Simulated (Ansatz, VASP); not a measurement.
GeIrPt6: VASP beside Ansatz

File INCAR:

```
SYSTEM = GeIrPt6
PREC = Accurate
ENCUT = 500
EDIFF = 1E-6
ISMEAR = 0
SIGMA = 0.1
LREAL = .False.
LASPH = .True.
NELM = 120
ALGO = Normal
ISIF = 2
LWAVE = .False.
LCHARG = .True.
GGA = PE
LELF = .True.
LVHAR = .True.
NBANDS = 52
GGA_COMPAT = .False.
```

File KPOINTS:

```
regular mesh
0
Gamma
  4 4 4
  0 0 0
```

The input POSCAR:

```
GeIrPt6
1.0
    0.0000000000      3.9513271210      3.9513271210
    3.9513271210      0.0000000000      3.9513271210
    3.9513271210      3.9513271210      0.0000000000
Ge Ir Pt
1 1 6
Direct
    0.0000000000      0.0000000000      0.0000000000
    0.5000000000      0.5000000000      0.5000000000
    0.5000000000      0.0000000000      0.0000000000
    0.0000000000      0.5000000000      0.5000000000
    0.0000000000      0.5000000000      0.0000000000
    0.5000000000      0.0000000000      0.5000000000
    0.0000000000      0.0000000000      0.5000000000
    0.5000000000      0.5000000000      0.0000000000
```

Input for Ansatz:

```yaml
crystal:
  lattice:
    - [0.0, 3.951327121, 3.951327121]
    - [3.951327121, 0.0, 3.951327121]
    - [3.951327121, 3.951327121, 0.0]
  atoms:
    - { symbol: Ge, position: [0.0, 0.0, 0.0] }
    - { symbol: Ir, position: [0.5, 0.5, 0.5] }
    - { symbol: Pt, position: [0.5, 0.0, 0.0] }
    - { symbol: Pt, position: [0.0, 0.5, 0.5] }
    - { symbol: Pt, position: [0.0, 0.5, 0.0] }
    - { symbol: Pt, position: [0.5, 0.0, 0.5] }
    - { symbol: Pt, position: [0.0, 0.0, 0.5] }
    - { symbol: Pt, position: [0.5, 0.5, 0.0] }
basis:
  ecutwfc: 420
kpoints:
  mp_grid: { grid: [4, 4, 4] }
hamiltonian:
  xc: pbe
scf:
  occupations: { method: gaussian, width: 0.1 }
  lower_state_search: "off"
output:
  forces: true
  stress: true
  eigenvalues: true
```

Alike in both runs: task single point; functional PBE; k mesh 4 × 4 × 4; occupations gaussian, width 0.1 eV; no spin polarisation.

|  | VASP | Ansatz |
| --- | --- | --- |
| version | VASP 6.6.1 | Ansatz 0.2.0 |
| potentials or method | VASP PAW PBE potentials, release 64 (Ge_d, Ir, Pt), cutoff 500 eV | scalar-relativistic, plane waves, PAW |
| valence electrons in the cell | 83 | 139 |

```tsv
	VASP	Ansatz	Ansatz less VASP
gap on the k mesh at the Fermi level (eV)	none	none	-
pressure (GPa)	0.6	0.9	+0.32
```

A gap of «none» marks a metal or a gap that the smearing closes. The functional is the same, so the differences come from potentials, cutoffs and numerics. VASP's potentials hold 83 valence electrons a cell and Ansatz's 139, so a difference there can come from the potentials and not from the codes.

Neither program's run includes spin-orbit coupling.
